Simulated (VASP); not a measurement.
Write the native input for VASP 6.6.1 that does the following.

```
Task                               : single point
Functional                         : HSE06
Potentials or basis                : VASP PAW PBE potentials, release 64 (Os)
Cutoff                             : 520 eV
k mesh                             : 6 × 6 × 3
Occupations                        : fermi-dirac, width 0.05 eV
Spin                               : no spin polarisation
Dipole correction                  : no
Grid for exact exchange (PRECFOCK) : Normal
Further INCAR settings             : ALGO = Normal; EDIFF = 1e-07; NBANDS = 15
Share of exact exchange            : 0.25
Screening parameter                : 0.2079 1/Å
```

Crystal: Os.

```xyz
2
Lattice="2.7877 0.0000 0.0000 -1.3939 2.4142 0.0000 0.0000 0.0000 4.4044" Properties=species:S:1:pos:R:3 pbc="T T T"
Os    1.3939    0.8047    3.3033
Os    0.0000    1.6095    1.1011
```

The input as run:

POSCAR

```
Os
1.0
    2.7877234178      0.0000000000      0.0000000000
   -1.3938617089      2.4142392985      0.0000000000
    0.0000000000      0.0000000000      4.4044215090
Os
2
Direct
    0.6666666667      0.3333333333      0.7500000000
    0.3333333333      0.6666666667      0.2500000000
```

INCAR.step1

```
PREC = Accurate ; ENCUT = 520
EDIFF = 1E-5 ; ISMEAR = -1
SIGMA = 0.05 ; LREAL = F
LASPH = T ; NELM = 80
ALGO = Normal ; ISIF = 2
LWAVE = T ; LCHARG = F
NBANDS = 15 ; GGA = PE
```

INCAR.step2

```
PREC = Accurate ; ENCUT = 520
EDIFF = 1E-7 ; ISMEAR = -1
SIGMA = 0.05 ; LREAL = F
LASPH = T ; NELM = 80
ALGO = Normal ; ISIF = 2
LWAVE = F ; LCHARG = F
GGA = PE ; LHFCALC = T
HFSCREEN = 0.2079 ; PRECFOCK = Normal
NBANDS = 15 ; ISTART = 1
```

KPOINTS

```
Automatic mesh
0
Gamma
  6 6 3
```

Potentials or basis: VASP PAW PBE potentials, release 64 (Os).

Launch:

```console
$ cat potpaw_PBE.64/Os/POTCAR > POTCAR
$ cp INCAR.step1 INCAR
$ mpirun -np 1 vasp_std > vasp.out
$ cp INCAR.step2 INCAR
$ mpirun -np 1 vasp_std > vasp.out
```

It gave:

```
Pressure               : -25.6 GPa
Band gap on the k mesh : zero (bands 8 and 9 overlap by 4.07 eV)
```

Caveat: the k points lie up to 0.48 Å⁻¹ apart, too coarse for converged energies and pressures of a metal; the PAW data sets were made with another functional, which shifts forces and pressure a little; spin-orbit coupling is left out, which moves the levels of the heavy elements.

It took 21 min on 1 thread of Intel(R) Xeon(R) Platinum 8259CL CPU @ 2.50GHz (Skylake/Cascade Lake), with other jobs on the host, peak memory 0.26 GiB.
